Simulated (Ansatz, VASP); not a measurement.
## Two plane-wave programs on SrO

File INCAR:

```
SYSTEM = SrO
  PREC = Accurate
  ENCUT = 520
  EDIFF = 1E-6
  ISMEAR = -5
  SIGMA = 0.1
  LREAL = .FALSE.
  LASPH = .TRUE.
  NELM = 150
  ALGO = Normal
  ISIF = 2
  LWAVE = .FALSE.
  LCHARG = .FALSE.
  MAGMOM = 0 0 0 0 0 0
  LORBIT = 11
  LSORBIT = .TRUE.
  GGA_COMPAT = .FALSE.
  LORBMOM = .TRUE.
  GGA = RE
  IVDW = 12
  NBANDS = 28
```

The input KPOINTS:

```
Automatic mesh
0
G
  9 9 9
  0 0 0
```

File POSCAR:

```
SrO
1.0
    0.0000000000      2.5663000000      2.5663000000
    2.5663000000      0.0000000000      2.5663000000
    2.5663000000      2.5663000000      0.0000000000
Sr O
1 1
Direct
    0.5000000000      0.5000000000      0.5000000000
    0.0000000000      0.0000000000      0.0000000000
```

Contents of input.yaml:

```yaml
crystal:
  lattice:
    - [0.0, 2.5663, 2.5663]
    - [2.5663, 0.0, 2.5663]
    - [2.5663, 2.5663, 0.0]
  atoms:
    - { symbol: Sr, position: [0.5, 0.5, 0.5] }
    - { symbol: O, position: [0.0, 0.0, 0.0] }
hamiltonian:
  xc: revpbe
  pseudopotentials: { kind: nc_fr }
  dispersion: d3bj
magnetization:
  noncollinear: true
  spin_orbit: true
kpoints:
  mp_grid: { grid: [9, 9, 9] }
scf:
  occupations: { method: tetrahedron }
output:
  forces: true
  stress: true
```

Alike in both runs: task single point; functional revPBE; dispersion D3(BJ); k mesh 9 × 9 × 9; occupations tetrahedron; non-collinear spin, spin-orbit coupling.

```csv
,VASP,Ansatz
version,VASP 6.6.1,Ansatz 0.2.0
potentials or method,"VASP PAW PBE potentials, release 64 (Sr_sv, O)",PseudoDojo standard (PBE files)
plane-wave cutoff (eV),520,1143
valence electrons in the cell,16,16
```

|  | VASP | Ansatz | Ansatz less VASP |
| --- | --- | --- | --- |
| pressure (GPa) | 1.8 | 0.9 | -0.91 |

VASP's potentials were made for PBE, not for revPBE.

Noted on Ansatz's run: the potentials were made for another functional, which shifts forces and pressure; odd divisions of the mesh miss points on the zone boundary, where band edges often lie, so the gap on the mesh can be too wide.
